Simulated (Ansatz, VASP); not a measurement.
I: VASP beside Ansatz

```
CELL_PARAMETERS angstrom
6.48089 -2.49394 0.00000
6.48089 2.49394 0.00000
0.00000 0.00000 10.00894
ATOMIC_POSITIONS crystal
I 0.85263 0.14737 0.12117
I 0.64737 0.35263 0.62117
I 0.14737 0.85263 0.87883
I 0.35263 0.64737 0.37883
```

Alike in both runs: functional BLYP; k mesh 5 × 5 × 2; occupations fermi-dirac, width 0.05 eV; no spin polarisation.

Ansatz relaxed the structure, and its values are those at the end. VASP's run is a single point on that final structure, the one shown.

|  | VASP | Ansatz |
| --- | --- | --- |
| version | VASP 6.6.1 | Ansatz 0.2.0 |
| potentials or method | VASP PAW PBE potentials, release 64 (I), cutoff 520 eV | plane waves (420 eV) with PAW, scalar-relativistic |
| valence electrons in the cell | 28 | 68 |

|  | VASP | Ansatz | Ansatz less VASP |
| --- | --- | --- | --- |
| pressure (GPa) | 0.0 | 0.0 | -0.02 |
| rms of the force components (eV/Å) | 0.005 | 0.001 | -0.0038 |

VASP's potentials were made for PBE, not for BLYP. With one functional, cell and mesh, what is left measures potentials, basis and numerics. VASP's potentials hold 28 valence electrons a cell and Ansatz's 68, so a difference there can come from the potentials and not from the codes.

Spin-orbit coupling is off throughout.
